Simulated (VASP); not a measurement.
# Fe3Ge (Pm-3m) in VASP: further runs

Runs on Fe3Ge. Level: LDA. Tasks: single point.

All numbers are computed with VASP 6.6.1; they aren't measurements. Logs are shortened: lines on timing, memory, paths and dates and some standing lists are left out, and cuts for length are marked.

### 1 The cell of the first run

The structure is cubic, space group Pm-3m (No. 221). The conventional cell has a = 3.661 Å, b = 3.661 Å, c = 3.661 Å, α = 90.00°, β = 90.00°, γ = 90.00°. Fe (site symmetry 4/mmm) has 8 Fe at 2.59 Å and 4 Ge at 2.59 Å within 3.4 Å. Within 3.4 Å of Ge (site symmetry m-3m) lie 12 Fe at 2.59 Å.

### 2 Single point, LDA, collinear spin, ferromagnetic start

INCAR reads:

```
SYSTEM = Fe3Ge
  ALGO = Normal
  EDIFF = 1E-7
  ENCUT = 520
  GGA = CA
  ISIF = 2
  ISMEAR = -1
  ISPIN = 2
  LASPH = .True.
  LCHARG = .False.
  LMAXMIX = 4
  LORBIT = 11
  LREAL = .False.
  LWAVE = .False.
  MAGMOM = 4.5 4.5 4.5 0
  NBANDS = 31
  NELM = 150
  PREC = Accurate
  SIGMA = 0.1
```

KPOINTS reads:

```
k-points
0
Gamma
  7 7 7
  0 0 0
```

POSCAR reads:

```
Fe3Ge
1.0
    3.6605000000      0.0000000000      0.0000000000
    0.0000000000      3.6605000000      0.0000000000
    0.0000000000      0.0000000000      3.6605000000
Fe Ge
3 1
Direct
    0.0000000000      0.5000000000      0.5000000000
    0.5000000000      0.5000000000      0.0000000000
    0.5000000000      0.0000000000      0.5000000000
    0.0000000000      0.0000000000      0.0000000000
```

Potentials or basis: VASP PAW LDA potentials, release 64 (Fe, Ge_d).

The run is started by

```bash
cat potpaw_LDA.64/Fe/POTCAR potpaw_LDA.64/Ge_d/POTCAR > POTCAR
mpirun -np 1 vasp_std > vasp.out
```

OUTCAR:

```text
SYSTEM = Fe3Ge
   EDIFF = 1E-7
   ENCUT = 520
   GGA = CA
   ISIF = 2
   ISMEAR = -1
   ISPIN = 2
   LASPH = .True.
   LORBIT = 11
   LREAL = .False.
   NELM = 150
   PREC = Accurate

 ion  position               nearest neighbor table
   1  0.000  0.500  0.500-   2 2.59   3 2.59   4 2.59   2 2.59   4 2.59   3 2.59   4 2.59   4 2.59
                             2 2.59   3 2.59   2 2.59   3 2.59
   2  0.500  0.500  0.000-   1 2.59   3 2.59   4 2.59   1 2.59   3 2.59   3 2.59   4 2.59   3 2.59
                             1 2.59   4 2.59   1 2.59   4 2.59
   3  0.500  0.000  0.500-   1 2.59   2 2.59   4 2.59   2 2.59   4 2.59   1 2.59   2 2.59   2 2.59
                             1 2.59   4 2.59   4 2.59   1 2.59
   4  0.000  0.000  0.000-   1 2.59   2 2.59   3 2.59   1 2.59   3 2.59   1 2.59   2 2.59   1 2.59
                             2 2.59   3 2.59   3 2.59   2 2.59

  LATTYP: Found a simple cubic cell.
 ALAT       =     3.6605000000

  Lattice vectors:

 A1 = (   3.6605000000,   0.0000000000,   0.0000000000)
 A2 = (   0.0000000000,   3.6605000000,   0.0000000000)
 A3 = (   0.0000000000,   0.0000000000,   3.6605000000)

Analysis of symmetry for initial positions (statically):
=====================================================================
 Subroutine PRICEL returns:
 Original cell was already a primitive cell.

 Routine SETGRP: Setting up the symmetry group for a
 simple cubic supercell.

 Subroutine GETGRP returns: Found 48 space group operations
 (whereof 48 operations were pure point group operations)
 out of a pool of 48 trial point group operations.

The static configuration has the point symmetry O_h .

Analysis of symmetry for dynamics (positions and initial velocities):
=====================================================================
 Subroutine PRICEL returns:
 Original cell was already a primitive cell.

 Routine SETGRP: Setting up the symmetry group for a
 simple cubic supercell.

 Subroutine GETGRP returns: Found 48 space group operations
 (whereof 48 operations were pure point group operations)
 out of a pool of 48 trial point group operations.

The dynamic configuration has the point symmetry O_h .

Analysis of structural, dynamic, and magnetic symmetry:
=====================================================================
 Subroutine PRICEL returns:
 Original cell was already a primitive cell.

 Routine SETGRP: Setting up the symmetry group for a
 simple cubic supercell.

 Subroutine GETGRP returns: Found 48 space group operations
 (whereof 48 operations were pure point group operations)
 out of a pool of 48 trial point group operations.

The overall configuration has the point symmetry O_h .

 Subroutine INISYM returns: Found 48 space group operations
 (whereof 48 operations are pure point group operations),
 and found     1 'primitive' translations

----------------------------------------------------------------------------------------

                                     Primitive cell

  volume of cell :      49.0480

  direct lattice vectors                    reciprocal lattice vectors
     3.660500000  0.000000000  0.000000000     0.273186723  0.000000000  0.000000000
     0.000000000  3.660500000  0.000000000     0.000000000  0.273186723  0.000000000
     0.000000000  0.000000000  3.660500000     0.000000000  0.000000000  0.273186723

  length of vectors
     3.660500000  3.660500000  3.660500000     0.273186723  0.273186723  0.273186723

  position of ions in fractional coordinates (direct lattice)
     0.000000000  0.500000000  0.500000000
     0.500000000  0.500000000  0.000000000
     0.500000000  0.000000000  0.500000000
     0.000000000  0.000000000  0.000000000

  ion indices of the primitive-cell ions
   primitive index   ion index
                 1           1
                 2           2
                 3           3
                 4           4

----------------------------------------------------------------------------------------

 KPOINTS: k-points

Automatic generation of k-mesh.
 Grid dimensions read from file:
 generate k-points for:    7    7    7

 Generating k-lattice:

  Cartesian coordinates                     Fractional coordinates (reciprocal lattice)
     0.039026675  0.000000000  0.000000000     0.142857143  0.000000000  0.000000000
     0.000000000  0.039026675  0.000000000     0.000000000  0.142857143  0.000000000
     0.000000000  0.000000000  0.039026675     0.000000000  0.000000000  0.142857143

  Length of vectors
     0.039026675  0.039026675  0.039026675

  Shift w.r.t. Gamma in fractional coordinates (k-lattice)
     0.000000000  0.000000000  0.000000000

 Subroutine IBZKPT returns following result:
 ===========================================

 Found     20 irreducible k-points:

 Following reciprocal coordinates:
            Coordinates               Weight
  0.000000  0.000000  0.000000      1.000000
  0.142857  0.000000  0.000000      6.000000
  0.285714  0.000000  0.000000      6.000000
  0.428571  0.000000  0.000000      6.000000
  0.142857  0.142857  0.000000     12.000000
  0.285714  0.142857  0.000000     24.000000
[... 12 lines left out ...]
  0.428571  0.428571  0.285714     24.000000
  0.428571  0.428571  0.428571      8.000000
   k-points           NKPTS =     20   k-points in BZ     NKDIM =     20   number of bands    NBANDS=     31
   number of dos      NEDOS =    301   number of ions     NIONS =      4
   total plane-waves  NPLWV =  21952
   dimension x,y,z NGX =    28 NGY =   28 NGZ =   28
   dimension x,y,z NGXF=    56 NGYF=   56 NGZF=   56
   ions per type =               3   1
   NGX,Y,Z   is equivalent  to a cutoff of  12.72, 12.72, 12.72 a.u.
   NGXF,Y,Z  is equivalent  to a cutoff of  25.43, 25.43, 25.43 a.u.
 SYSTEM =  Fe3Ge
   PREC   = accura    normal or accurate (medium, high low for compatibility)
   ISTART =      0    job   : 0-new  1-cont  2-samecut
   ICHARG =      2    charge: 1-file 2-atom 10-const
   ISPIN  =      2    spin polarized calculation?
   LNONCOLLINEAR =      F non collinear calculations
   LSORBIT =      F    spin-orbit coupling
   LASPH  =      T    aspherical Exc in radial PAW
   ENCUT  =  520.0 eV  38.22 Ry    6.18 a.u.   6.81  6.81  6.81*2*pi/ulx,y,z
   NELM   =    150;   NELMIN=  2; NELMDL= -5     # of ELM steps
   EDIFF  = 0.1E-06   stopping-criterion for ELM
   LREAL  =      F    real-space projection
   EDIFFG = 0.1E-05   stopping-criterion for IOM
   NSW    =      0    number of steps for IOM
   IBRION =     -1    ionic relax: 0-MD 1-quasi-New 2-CG
   NFREE  =      0    steps in history (QN), initial steepest desc. (CG)
   ISIF   =      2    stress and relaxation
   ISYM   =      2    0-nonsym 1-usesym 2-fastsym
   POTIM  = 0.5000    time-step for ionic-motion
   TEBEG  =    0.0;   TEEND  =   0.0 temperature during run
   PSTRESS=    0.0 pullay stress
   NELECT =      38.0000    total number of electrons
   NUPDOWN=      -1.0000    fix difference up-down
   EMIN   =  10.00;   EMAX   =-10.00  energy-range for DOS
   EFERMI =   0.00;   METHOD = LEGACY
   ISMEAR =    -1;   SIGMA  =   0.10  broadening in eV -4-tet -1-fermi 0-gaus
   EFERMI_NEDOS =   21; number of points for ismear=-14 and -15
   IALGO  =     38    algorithm
   IMIX   =      4    mixing-type and parameters
     AMIX     =   0.40;   BMIX     =  1.00
     AMIX_MAG =   1.60;   BMIX_MAG =  1.00
  volume/ion in A,a.u.               =      12.26        82.75
  Fermi-wavevector in a.u.,A,eV,Ry     =   1.503588  2.841370 30.759751  2.260778
  Thomas-Fermi vector in A             =   2.614679
   LORBIT       =     11    0 simple, 1 ext, 2 COOP (PROOUT), +10 PAW based schemes
   GGA     = CA    functional components
   LHFCALC =     F    Hartree Fock is set to
   AEXX    =    0.0000 exact exchange contribution
   IVDW    =     0    specifies the selected vdW correction
   LEPSILON=     F    determine dielectric tensor
   LRPA    =     F    only Hartree local field effects (RPA)
 spin polarized calculation
  energy-cutoff  :      520.00
  volume of cell :       49.05
 maximum number of plane-waves:      1357
 NGX is ok and might be reduce to    28
   NGX = 13   NGY = 13   NGZ = 13

 number of electron      38.0000000 magnetization      13.5000000

 number of electron      38.0000022 magnetization       6.1539660

 Free energy of the ion-electron system (eV)
  ---------------------------------------------------
  ext. energy  EPLUGINS =         0.00000000
  ---------------------------------------------------
  free energy    TOTEN  =       -33.17302267 eV

  energy without entropy =      -33.04234266  energy(sigma->0) =      -33.10768267

 E-fermi :   6.9767     XC(G=0): -13.2323

 val. band max:        6.9733491322   @ k =   0.2857   0.2857   0.0000
 cond. band min:       7.0038716914   @ k =   0.4286   0.2857   0.1429
 fundamental gap:      0.0305225592
 Fermi energy:         6.9767438463

 spin component 1

 k-point     1 :       0.0000    0.0000    0.0000
  band No.  band energies     occupation
      1     -17.7980      1.00000
      2     -17.7980      1.00000
      3     -17.7925      1.00000
      4     -17.7925      1.00000
      5     -17.7925      1.00000
      6      -5.0573      1.00000
[... 669 lines left out ...]
     30      21.6169      0.00000
     31      21.6524      0.00000
 Fermi energy:         6.9767438463

 spin component 2

 k-point     1 :       0.0000    0.0000    0.0000
  band No.  band energies     occupation
      1     -17.8172      1.00000
      2     -17.8172      1.00000
      3     -17.8100      1.00000
      4     -17.8100      1.00000
      5     -17.8100      1.00000
      6      -4.9296      1.00000
[... 669 lines left out ...]
     30      21.7809      0.00000
     31      21.8725      0.00000

------------------------ aborting loop because EDIFF is reached ----------------------------------------

  FORCE on cell =-STRESS in cart. coord.  units (eV):
  Direction    XX          YY          ZZ          XY          YZ          ZX
  --------------------------------------------------------------------------------------
  -------------------------------------------------------------------------------------
  Total       -5.6631162     -5.6631162     -5.6631162     -0.0000000      0.0000000      0.0000000
  in kB     -184.9885385   -184.9885385   -184.9885385     -0.0000000      0.0000000      0.0000000
  external PRESSURE =    -184.9885385 kB  Pullay stress =       0.0000000 kB

 VOLUME and BASIS-vectors are now :
 -----------------------------------------------------------------------------
  energy-cutoff  :      520.00
  volume of cell :       49.05
      direct lattice vectors                 reciprocal lattice vectors
     3.660500000  0.000000000  0.000000000     0.273186723  0.000000000  0.000000000
     0.000000000  3.660500000  0.000000000     0.000000000  0.273186723  0.000000000
     0.000000000  0.000000000  3.660500000     0.000000000  0.000000000  0.273186723

 POSITION                                       TOTAL-FORCE (eV/Angst)
 -----------------------------------------------------------------------------------
      0.00000      1.83025      1.83025         0.000000      0.000000      0.000000
      1.83025      1.83025      0.00000         0.000000      0.000000      0.000000
      1.83025      0.00000      1.83025         0.000000      0.000000      0.000000
      0.00000      0.00000      0.00000         0.000000      0.000000      0.000000
 -----------------------------------------------------------------------------------
    total drift:                               -0.000000      0.000000      0.000000

  FREE ENERGIE OF THE ION-ELECTRON SYSTEM (eV)
  ---------------------------------------------------
  free  energy   TOTEN  =       -33.1730226711 eV

  energy  without entropy=      -33.0423426627  energy(sigma->0) =      -33.10768267

 total charge

# of ion       s       p       d       tot
------------------------------------------
    1        0.429   0.490   6.305   7.224
    2        0.429   0.490   6.305   7.224
    3        0.429   0.490   6.305   7.224
    4        1.095   1.276  10.102  12.474
--------------------------------------------------
tot          2.382   2.746  29.017  34.145

 magnetization (x)

# of ion       s       p       d       tot
------------------------------------------
    1        0.001  -0.001   2.065   2.065
    2        0.001  -0.001   2.065   2.065
    3        0.001  -0.001   2.065   2.065
    4        0.005  -0.123   0.011  -0.108
--------------------------------------------------
tot          0.007  -0.126   6.205   6.086
```

It took 77 s on 1 thread of Intel Xeon Platinum 8375C at 2.90GHz (Ice Lake), shared host; peak memory 0.17 GiB.

What came out:

- Free energy: -33.1730 eV
- Pressure: -18.5 GPa
- Net moment: 6.15 μB per cell
- Site moments: Fe +2.06; Ge -0.11 μB
- Valence electrons inside the program's atomic spheres: Fe 7.22; Ge 12.47

### 3 Single point, LDA, collinear spin, ferromagnetic start

INCAR reads:

```
ALGO = Normal ; EDIFF = 1E-6
ENCUT = 520 ; GGA = CA
ISIF = 2 ; ISMEAR = -1
ISPIN = 2 ; LASPH = T
LCHARG = F ; LMAXMIX = 4
LORBIT = 11 ; LREAL = F
LWAVE = F ; MAGMOM = 4.5 4.5 4.5 0
NBANDS = 31 ; NELM = 150
PREC = Accurate ; SIGMA = 0.1
```

KPOINTS reads:

```
k-points
0
Gamma
  7 7 7
```

POSCAR is that of step 2.

Potentials or basis: VASP PAW LDA potentials, release 64 (Fe, Ge_d).

The run is started by

```bash
cat potpaw_LDA.64/Fe/POTCAR potpaw_LDA.64/Ge_d/POTCAR > POTCAR
mpirun -np 1 vasp_std > vasp.out
```

Wall time 63 s (1 thread of Intel Xeon Platinum 8375C at 2.90GHz (Ice Lake), shared host); peak memory 0.16 GiB.

Results (log left out):

```yaml
Free_energy: -33.1730 eV
Pressure: -18.5 GPa
Net_moment: 6.15 μB per cell
Site_moments: Fe +2.06; Ge -0.11 μB
Valence_electrons_inside_the_program's_atomic_spheres: Fe 7.22; Ge 12.47
```

Levels at points of the mesh, in eV from the Fermi level:
Spin up:
```
           k point  band 20  band 21  band 22  band 23  band 24  band 25
(0.00, 0.00, 0.00)    -1.07    -0.46    -0.12    -0.12    -0.12     3.09
```
Spin down:
```csv
k point,band 12,band 13,band 14,band 15,band 16,band 17,band 18,band 19,band 20,band 21
"(0.00, 0.00, 0.00)",-2.35,-0.92,-0.92,-0.92,0.08,0.08,0.08,1.13,1.13,1.45
```
